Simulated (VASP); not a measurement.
# LiCl (Fm-3m) in VASP: settings compared

Aim: see how the results for LiCl move with the level of theory and the settings. Levels: PBEsol+D3(BJ), PBE, RPBE+D3(BJ). Tasks: relaxation of cell and atoms, single point.

All numbers are computed with VASP 6.6.1; they aren't measurements. Logs are shortened: lines on timing, memory, paths and dates and some standing lists are left out, and cuts for length are marked.

### 1 The cell of the first run

The structure is cubic, space group Fm-3m (No. 225). The conventional cell has a = 5.130 Å, b = 5.130 Å, c = 5.130 Å, α = 90.00°, β = 90.00°, γ = 90.00°. Within 3.4 Å of Cl (site symmetry m-3m) lie 6 Li at 2.56 Å. Li (site symmetry m-3m) has 6 Cl at 2.56 Å within 3.4 Å.

### 2 Relaxation of cell and atoms, PBEsol+D3(BJ)

Input file INCAR:

```
SYSTEM = LiCl
ALGO = Normal
EDIFF = 1E-6
EDIFFG = -0.005
ENCUT = 600
GGA = PS
IBRION = 2
ISIF = 3
ISMEAR = -1
IVDW = 12
LASPH = .TRUE.
LCHARG = .FALSE.
LREAL = .FALSE.
LWAVE = .FALSE.
NELM = 80
NSW = 80
PREC = Accurate
SIGMA = 0.05
```

Input file KPOINTS:

```
k-points
0
G
  9 9 9
  0 0 0
```

Input file POSCAR:

```
LiCl
1.0
    0.0000000000      2.5647700000      2.5647700000
    2.5647700000      0.0000000000      2.5647700000
    2.5647700000      2.5647700000      0.0000000000
Cl Li
1 1
Direct
    0.5000000000      0.5000000000      0.5000000000
    0.0000000000      0.0000000000      0.0000000000
```

Potentials or basis: VASP PAW PBE potentials, release 64 (Cl, Li_sv).

On the command line:

```bash
> cat potpaw_PBE.64/Cl/POTCAR potpaw_PBE.64/Li_sv/POTCAR > POTCAR
> mpirun -np 1 vasp_std > vasp.out
```

OUTCAR:

```text
SYSTEM = LiCl
   EDIFF = 1E-6
   EDIFFG = -0.005
   ENCUT = 600
   GGA = PS
   IBRION = 2
   ISIF = 3
   ISMEAR = -1
   IVDW = 12
   LASPH = .TRUE.
   LREAL = .FALSE.
   NELM = 80
   NSW = 80
   PREC = Accurate
 IVDW          = 12

 ion  position               nearest neighbor table
   1  0.500  0.500  0.500-   2 2.56   2 2.56   2 2.56   2 2.56   2 2.56   2 2.56
   2  0.000  0.000  0.000-   1 2.56   1 2.56   1 2.56   1 2.56   1 2.56   1 2.56

  LATTYP: Found a face centered cubic cell.
 ALAT       =     5.1295400000

  Lattice vectors:

 A1 = (   0.0000000000,   2.5647700000,   2.5647700000)
 A2 = (   2.5647700000,   0.0000000000,   2.5647700000)
 A3 = (   2.5647700000,   2.5647700000,   0.0000000000)

Analysis of symmetry for initial positions (statically):
=====================================================================
 Subroutine PRICEL returns:
 Original cell was already a primitive cell.

 Routine SETGRP: Setting up the symmetry group for a
 face centered cubic supercell.

 Subroutine GETGRP returns: Found 48 space group operations
 (whereof 48 operations were pure point group operations)
 out of a pool of 48 trial point group operations.

The static configuration has the point symmetry O_h .

Analysis of symmetry for dynamics (positions and initial velocities):
=====================================================================
 Subroutine PRICEL returns:
 Original cell was already a primitive cell.

 Routine SETGRP: Setting up the symmetry group for a
 face centered cubic supercell.

 Subroutine GETGRP returns: Found 48 space group operations
 (whereof 48 operations were pure point group operations)
 out of a pool of 48 trial point group operations.

The dynamic configuration has the point symmetry O_h .

 Subroutine INISYM returns: Found 48 space group operations
 (whereof 48 operations are pure point group operations),
 and found     1 'primitive' translations

----------------------------------------------------------------------------------------

                                     Primitive cell

  volume of cell :      33.7423

  direct lattice vectors                    reciprocal lattice vectors
     0.000000000  2.564770000  2.564770000    -0.194949255  0.194949255  0.194949255
     2.564770000  0.000000000  2.564770000     0.194949255 -0.194949255  0.194949255
     2.564770000  2.564770000  0.000000000     0.194949255  0.194949255 -0.194949255

  length of vectors
     3.627132518  3.627132518  3.627132518     0.337662014  0.337662014  0.337662014

  position of ions in fractional coordinates (direct lattice)
     0.500000000  0.500000000  0.500000000
     0.000000000  0.000000000  0.000000000

  ion indices of the primitive-cell ions
[... 69 lines left out ...]
   ISPIN  =      1    spin polarized calculation?
   LNONCOLLINEAR =      F non collinear calculations
   LSORBIT =      F    spin-orbit coupling
   LASPH  =      T    aspherical Exc in radial PAW
   ENCUT  =  600.0 eV  44.10 Ry    6.64 a.u.   7.24  7.24  7.24*2*pi/ulx,y,z
   NELM   =     80;   NELMIN=  2; NELMDL= -5     # of ELM steps
   EDIFF  = 0.1E-05   stopping-criterion for ELM
   LREAL  =      F    real-space projection
   EDIFFG = -.5E-02   stopping-criterion for IOM
   NSW    =     80    number of steps for IOM
   IBRION =      2    ionic relax: 0-MD 1-quasi-New 2-CG
   NFREE  =      1    steps in history (QN), initial steepest desc. (CG)
   ISIF   =      3    stress and relaxation
   ISYM   =      2    0-nonsym 1-usesym 2-fastsym
   POTIM  = 0.5000    time-step for ionic-motion
   TEBEG  =    0.0;   TEEND  =   0.0 temperature during run
   PSTRESS=    0.0 pullay stress
   NELECT =      10.0000    total number of electrons
   NUPDOWN=      -1.0000    fix difference up-down
   EMIN   =  10.00;   EMAX   =-10.00  energy-range for DOS
   EFERMI =   0.00;   METHOD = LEGACY
   ISMEAR =    -1;   SIGMA  =   0.05  broadening in eV -4-tet -1-fermi 0-gaus
   EFERMI_NEDOS =   21; number of points for ismear=-14 and -15
   IALGO  =     38    algorithm
   IMIX   =      4    mixing-type and parameters
     AMIX     =   0.40;   BMIX     =  1.00
     AMIX_MAG =   1.60;   BMIX_MAG =  1.00
  volume/ion in A,a.u.               =      16.87       113.85
  Fermi-wavevector in a.u.,A,eV,Ry     =   1.091482  2.062601 16.209056  1.191332
  Thomas-Fermi vector in A             =   2.227728
   LORBIT       =      0    0 simple, 1 ext, 2 COOP (PROOUT), +10 PAW based schemes
   GGA     = PS    functional components
   LHFCALC =     F    Hartree Fock is set to
   AEXX    =    0.0000 exact exchange contribution
   IVDW    =    12    specifies the selected vdW correction
   LEPSILON=     F    determine dielectric tensor
   LRPA    =     F    only Hartree local field effects (RPA)
 conjugate gradient relaxation of ions
 non-spin polarized calculation
  energy-cutoff  :      600.00
  volume of cell :       33.74
 maximum number of plane-waves:      1147
 NGX is ok and might be reduce to    30
   NGX = 15   NGY = 15   NGZ = 15

--------------------------------------- Ionic step        1  -------------------------------------------

 number of electron      10.0000004 magnetization

 Free energy of the ion-electron system (eV)
  ---------------------------------------------------
  ext. energy  EPLUGINS =         0.00000000
  ---------------------------------------------------
  free energy    TOTEN  =        -7.63463331 eV

  energy without entropy =       -7.63463331  energy(sigma->0) =       -7.63463331

------------------------ aborting loop because EDIFF is reached ----------------------------------------

 Edisp (eV)   -0.36227

 E8    (eV) :    -0.2146
[... 111 lines left out ...]
--------------------------------------- Ionic step        4  -------------------------------------------

 number of electron       9.9999999 magnetization

 Free energy of the ion-electron system (eV)
  ---------------------------------------------------
  ext. energy  EPLUGINS =         0.00000000
  ---------------------------------------------------
  free energy    TOTEN  =        -7.62942037 eV

  energy without entropy =       -7.62942037  energy(sigma->0) =       -7.62942037

 E-fermi :   2.3211     XC(G=0):  -9.3283

 val. band max:        1.2880537801   @ k =   0.0000   0.0000   0.0000
 cond. band min:       7.9860645717   @ k =   0.4444   0.0000   0.0000
 fundamental gap:      6.6980107916
 Fermi energy:         2.3211482009

 k-point     1 :       0.0000    0.0000    0.0000
  band No.  band energies     occupation
      1     -41.3860      2.00000
      2     -12.4681      2.00000
      3       1.2881      2.00000
      4       1.2881      2.00000
      5       1.2881      2.00000
      6       7.9961      0.00000
      7      13.1659      0.00000
      8      13.1659      0.00000
      9      13.1659      0.00000
[... 265 lines left out ...]
 k-point    24 :       0.4444    0.4444    0.0000
  band No.  band energies     occupation
      1     -41.3797      2.00000
      2     -11.4629      2.00000
      3      -2.0347      2.00000
      4       0.0068      2.00000
      5       0.0068      2.00000
      6       9.2837      0.00000
      7       9.3130      0.00000
      8      14.0934      0.00000
      9      15.8180      0.00000

 [... further k-points ...]

------------------------ aborting loop because EDIFF is reached ----------------------------------------

 Edisp (eV)   -0.39900

 E8    (eV) :    -0.2364
[... 25 lines left out ...]
  FREE ENERGIE OF THE ION-ELECTRON SYSTEM (eV)
  ---------------------------------------------------
  free  energy   TOTEN  =        -8.0284220844 eV

  energy  without entropy=       -8.0284220843  energy(sigma->0) =       -8.02842208

 reached required accuracy - stopping structural energy minimisation
```

CONTCAR:

```text
LiCl
   1.00000000000000
     0.0000000000000000    2.4851968956943695    2.4851968956943695
     2.4851968956943695   -0.0000000000000000    2.4851968956943695
     2.4851968956943695    2.4851968956943695    0.0000000000000000
  Cl              Li
     1     1
Direct
     0.5000000000000000    0.5000000000000000    0.5000000000000000
     0.0000000000000000    1.0000000000000000    0.0000000000000000

  0.00000000E+00  0.00000000E+00  0.00000000E+00
  0.00000000E+00  0.00000000E+00  0.00000000E+00
```

Wall time 26 s (1 thread of AMD EPYC 7R13 (Zen 3), shared host); peak memory 0.15 GiB.

What came out:

| Quantity | Value |
| --- | --- |
| Free energy | -8.0284 eV |
| Relaxed volume | 15.35 Å³/atom |
| Relaxed cell | a = 3.515 Å, b = 3.515 Å, c = 3.515 Å, α = 60.00°, β = 60.00°, γ = 60.00° |
| Space group after relaxing (to 0.05 Å) | Fm-3m (No. 225) |
| Energy gained by relaxing | 15.8 meV/atom |
| Ionic steps | 4 |
| Pressure after relaxing | 0.0 GPa |
| Band gap on the k mesh | 6.70 eV, indirect (least direct gap 6.71 eV) |
| Dispersion energy per atom | -0.200 eV |

Step by step:
```
step  energy change (eV)  largest force (eV/Å)  pressure (GPa)  volume (Å³)
   1              0.0000                0.0000           -3.05        33.74
   2             -0.0232                0.0000           -1.70        32.20
   3             -0.0314                0.0000           -0.23        30.89
   4             -0.0315                0.0000            0.01        30.70
```

Final structure:
```
CELL_PARAMETERS angstrom
0.00000 2.48520 2.48520
2.48520 0.00000 2.48520
2.48520 2.48520 0.00000
ATOMIC_POSITIONS crystal
Cl 0.50000 0.50000 0.50000
Li 0.00000 0.00000 0.00000
```

Caveat: the cutoff is under 1.25 times the usual one of these potentials, so pressure, stress and relaxed cells hold a basis-set (Pulay) error; the PAW data sets were made with another functional, which shifts forces and pressure a little.

### 3 Relaxation of cell and atoms, PBE

Input file INCAR:

```
SYSTEM = LiCl
PREC     = Accurate       ! precision mode
ENCUT    = 600            ! plane-wave cutoff, eV
EDIFF    = 1E-6           ! SCF threshold, eV
ISMEAR   = -1             ! smearing method
SIGMA    = 0.05           ! smearing width, eV
LREAL    = .FALSE.        ! projectors in reciprocal space
LASPH    = .TRUE.         ! aspherical terms in the spheres
NELM     = 60             ! most SCF steps
ALGO     = Normal         ! electronic algorithm
ISIF     = 3              ! what is computed and relaxed
LWAVE    = .FALSE.        ! write WAVECAR
LCHARG   = .FALSE.        ! write CHGCAR
GGA      = PE             ! functional
IBRION   = 2              ! ionic algorithm
NSW      = 80             ! ionic steps
EDIFFG   = -0.005         ! ionic threshold
```

Input file KPOINTS:

```
Automatic mesh
0
G
  9 9 9
  0 0 0
```

POSCAR is that of step 2.

Potentials or basis: VASP PAW PBE potentials, release 64 (Cl, Li_sv).

On the command line:

```bash
> cat potpaw_PBE.64/Cl/POTCAR potpaw_PBE.64/Li_sv/POTCAR > POTCAR
> mpirun -np 1 vasp_std > vasp.out
```

OUTCAR:

```text
SYSTEM = LiCl
   PREC = Accurate
   ENCUT = 600
   EDIFF = 1E-6
   ISMEAR = -1
   LREAL = .FALSE.
   LASPH = .TRUE.
   NELM = 60
   ISIF = 3
   GGA = PE
   IBRION = 2
   NSW = 80
   EDIFFG = -0.005

 ion  position               nearest neighbor table
   1  0.500  0.500  0.500-   2 2.56   2 2.56   2 2.56   2 2.56   2 2.56   2 2.56
   2  0.000  0.000  0.000-   1 2.56   1 2.56   1 2.56   1 2.56   1 2.56   1 2.56

  LATTYP: Found a face centered cubic cell.
 ALAT       =     5.1295400000

  Lattice vectors:

 A1 = (   0.0000000000,   2.5647700000,   2.5647700000)
 A2 = (   2.5647700000,   0.0000000000,   2.5647700000)
 A3 = (   2.5647700000,   2.5647700000,   0.0000000000)

Analysis of symmetry for initial positions (statically):
=====================================================================
 Subroutine PRICEL returns:
 Original cell was already a primitive cell.

[... 181 lines left out ...]
      1     -42.9422      2.00000
      2     -12.8172      2.00000
      3       0.5789      2.00000
      4       0.5789      2.00000
      5       0.5789      2.00000
      6       6.9191      0.00000
      7      12.5177      0.00000
      8      12.5177      0.00000
      9      12.5177      0.00000
[... 347 lines left out ...]
--------------------------------------- Ionic step        3  -------------------------------------------

 number of electron      10.0000006 magnetization

 Free energy of the ion-electron system (eV)
  ---------------------------------------------------
  ext. energy  EPLUGINS =         0.00000000
  ---------------------------------------------------
  free energy    TOTEN  =        -7.38574350 eV

  energy without entropy =       -7.38574350  energy(sigma->0) =       -7.38574350

 E-fermi :   1.7083     XC(G=0):  -8.6937

 val. band max:        0.5154739218   @ k =   0.0000   0.0000   0.0000
 cond. band min:       6.8068527855   @ k =   0.0000   0.0000   0.0000
 fundamental gap:      6.2913788637
 Fermi energy:         1.7082752516

 k-point     1 :       0.0000    0.0000    0.0000
  band No.  band energies     occupation
      1     -43.0204      2.00000
      2     -12.8509      2.00000
      3       0.5155      2.00000
      4       0.5155      2.00000
      5       0.5155      2.00000
      6       6.8069      0.00000
      7      12.4467      0.00000
      8      12.4467      0.00000
      9      12.4467      0.00000
[... 305 lines left out ...]
  FREE ENERGIE OF THE ION-ELECTRON SYSTEM (eV)
  ---------------------------------------------------
  free  energy   TOTEN  =        -7.3857435024 eV

  energy  without entropy=       -7.3857435024  energy(sigma->0) =       -7.38574350

 reached required accuracy - stopping structural energy minimisation
```

OSZICAR:

```text
N       E                     dE             d eps       ncg     rms          rms(c)
DAV:   1     0.457558027961E+02    0.45756E+02   -0.46236E+03   630   0.114E+03
DAV:   2    -0.540677443643E+01   -0.51163E+02   -0.49439E+02   864   0.166E+02
DAV:   3    -0.740247137388E+01   -0.19957E+01   -0.19939E+01   784   0.399E+01
[... 20 lines left out ...]
DAV:   2    -0.738583917436E+01    0.64360E-03   -0.17568E-03   794   0.295E-01    0.630E-02
DAV:   3    -0.738575450510E+01    0.84669E-04   -0.32930E-04   659   0.116E-01    0.389E-02
DAV:   4    -0.738574478832E+01    0.97168E-05   -0.87489E-06  1100   0.256E-02    0.699E-03
DAV:   5    -0.738574330199E+01    0.14863E-05   -0.99934E-07   361   0.830E-03    0.201E-03
DAV:   6    -0.738574350244E+01   -0.20045E-06   -0.92309E-08   315   0.361E-03
   3 F= -.73857435E+01 E0= -.73857435E+01  d E =-.277270E-03
```

CONTCAR:

```text
LiCl
   1.00000000000000
     0.0000000000000000    2.5720874763861858    2.5720874763861858
     2.5720874763861858    0.0000000000000000    2.5720874763861858
     2.5720874763861858    2.5720874763861858    0.0000000000000000
  Cl              Li
     1     1
Direct
     0.5000000000000000    0.5000000000000000    0.5000000000000000
     0.0000000000000000    0.0000000000000000    0.0000000000000000

  0.00000000E+00  0.00000000E+00  0.00000000E+00
  0.00000000E+00  0.00000000E+00  0.00000000E+00
```

It took 22 s on 1 thread of AMD EPYC 7R13 (Zen 3), shared host; peak memory 0.13 GiB.

What came out:

```yaml
Free_energy: -7.3857 eV
Relaxed_volume: 17.02 Å³/atom
Relaxed_cell: a = 3.637 Å, b = 3.637 Å, c = 3.637 Å, α = 60.00°, β = 60.00°, γ = 60.00°
Space_group_after_relaxing_to_0.05_Å: Fm-3m (No. 225)
Energy_gained_by_relaxing: 0.1 meV/atom
Ionic_steps: 3
Pressure_after_relaxing: 0.0 GPa
Band_gap_on_the_k_mesh: 6.29 eV, direct
```

The path:
| step | energy change (eV) | largest force (eV/Å) | pressure (GPa) | volume (Å³) |
| --- | --- | --- | --- | --- |
| 1 | 0.0000 | 0.0000 | 0.31 | 33.74 |
| 2 | -0.0002 | 0.0000 | 0.14 | 33.90 |
| 3 | -0.0003 | 0.0000 | 0.01 | 34.03 |

Final structure:
```
CELL_PARAMETERS angstrom
0.00000 2.57209 2.57209
2.57209 0.00000 2.57209
2.57209 2.57209 0.00000
ATOMIC_POSITIONS crystal
Cl 0.50000 0.50000 0.50000
Li 0.00000 0.00000 0.00000
```

Caveat: the cutoff is under 1.25 times the usual one of these potentials, so pressure, stress and relaxed cells hold a basis-set (Pulay) error.

### 4 Single point, RPBE+D3(BJ)

This run uses another cell than the first one, of 13.50 Å³/atom, 0.800 times its volume.

Input file INCAR:

```
SYSTEM = LiCl
  PREC = Accurate
  ENCUT = 520
  EDIFF = 1E-7
  ISMEAR = -1
  SIGMA = 0.05
  LREAL = .FALSE.
  LASPH = .TRUE.
  NELM = 60
  ALGO = Normal
  ISIF = 2
  LWAVE = .FALSE.
  LCHARG = .FALSE.
  GGA = RP
  IVDW = 12
  NBANDS = 12
```

Input file KPOINTS:

```
regular mesh
0
G
  9 9 9
  0 0 0
```

Input file POSCAR:

```
LiCl
1.0
    0.0000000000      2.3813655615      2.3813655615
    2.3813655615      0.0000000000      2.3813655615
    2.3813655615      2.3813655615      0.0000000000
Cl Li
1 1
Direct
    0.5000000000      0.5000000000      0.5000000000
    0.0000000000      0.0000000000      0.0000000000
```

On the command line:

```bash
> cat potpaw_PBE.64/Cl/POTCAR potpaw_PBE.64/Li_sv/POTCAR > POTCAR
> mpirun -np 1 vasp_std > vasp.out
```

It took 25 s on 1 thread of Intel Xeon 6975P-C, shared host; peak memory 0.16 GiB.

It converged, with:

* Free energy: -8.8222 eV
* Band gap on the k mesh: 7.21 eV, indirect (least direct gap 7.57 eV)
* Dispersion energy per atom: -1.066 eV

Levels at points of the mesh, in eV from the valence-band top:
```csv
k point,band 2,band 3,band 4,band 5,band 6,band 7,band 8,band 9
"(0.00, 0.00, 0.00)",-14.33,0.00,0.00,0.00,8.09,12.11,12.11,12.11
```

Caveat: the cutoff is under 1.25 times the usual one of these potentials, so pressure, stress and relaxed cells hold a basis-set (Pulay) error; the PAW data sets were made with another functional, which shifts forces and pressure a little. A k mesh can miss the band edges.

### 5 Single point, PBEsol+D3(BJ)

This run uses another cell than the first one, of 15.38 Å³/atom, 0.912 times its volume.

Input file INCAR:

```
SYSTEM = LiCl
PREC = Accurate ; ENCUT = 520
EDIFF = 1E-7 ; ISMEAR = -1
SIGMA = 0.05 ; LREAL = .FALSE.
LASPH = .TRUE. ; NELM = 80
ALGO = Normal ; ISIF = 2
LWAVE = .FALSE. ; LCHARG = .FALSE.
GGA = PS ; IVDW = 12
NBANDS = 12
```

Input file KPOINTS:

```
Automatic mesh
0
G
  9 9 9
  0 0 0
```

Input file POSCAR:

```
LiCl
1.0
    0.0000000000      2.4869597875      2.4869597875
    2.4869597875      0.0000000000      2.4869597875
    2.4869597875      2.4869597875      0.0000000000
Cl Li
1 1
Direct
    0.5000000000      0.5000000000      0.5000000000
    0.0000000000      0.0000000000      0.0000000000
```

On the command line:

```bash
> cat potpaw_PBE.64/Cl/POTCAR potpaw_PBE.64/Li_sv/POTCAR > POTCAR
> mpirun -np 1 vasp_std > vasp.out
```

Wall time 23 s (1 thread of Intel Xeon 6975P-C, shared host); peak memory 0.16 GiB.

It converged, with:

* Free energy: -8.0259 eV
* Band gap on the k mesh: 6.70 eV, indirect (the least direct gap lies 1.3 meV higher)
* Dispersion energy per atom: -0.199 eV

Levels at points of the mesh, in eV from the valence-band top:
| k point | band 1 | band 2 | band 3 | band 4 | band 5 | band 6 | band 7 | band 8 | band 9 | band 10 |
| --- | --- | --- | --- | --- | --- | --- | --- | --- | --- | --- |
| (0.00, 0.00, 0.00) | -42.68 | -13.75 | 0.00 | 0.00 | 0.00 | 6.70 | 11.88 | 11.88 | 11.88 | 14.83 |

Caveat: the cutoff is under 1.25 times the usual one of these potentials, so pressure, stress and relaxed cells hold a basis-set (Pulay) error; the PAW data sets were made with another functional, which shifts forces and pressure a little. A k mesh can miss the band edges.

### 6 Summary

| task | level | cell | cutoff (eV) | gap on the mesh (eV) | pressure (GPa) | relaxed volume (Å³/atom) |
| --- | --- | --- | --- | --- | --- | --- |
| relaxation of cell and atoms | PBEsol+D3(BJ) | relaxed from a = 3.627 Å, angles 60.0°, 2 atoms | 600 | 6.70 | 0.0 | 15.35 |
| relaxation of cell and atoms | PBE | relaxed from a = 3.627 Å, angles 60.0°, 2 atoms | 600 | 6.29 | 0.0 | 17.02 |
| single point | RPBE+D3(BJ) | a = 3.368 Å, angles 60.0°, 2 atoms | 520 | 7.21 | - | - |
| single point | PBEsol+D3(BJ) | a = 3.517 Å, angles 60.0°, 2 atoms | 520 | 6.70 | - | - |

Alike in all rows: potentials or basis VASP PAW PBE potentials, release 64 (Cl, Li_sv); no spin polarisation; k mesh 9 × 9 × 9; smearing fermi-dirac 0.05 eV.

Caveats: the cutoff is under 1.25 times the usual one of these potentials, so pressure, stress and relaxed cells hold a basis-set (Pulay) error; the PAW data sets were made with another functional, which shifts forces and pressure a little (some runs).

Absolute energies hang on the potentials; compare differences alone.
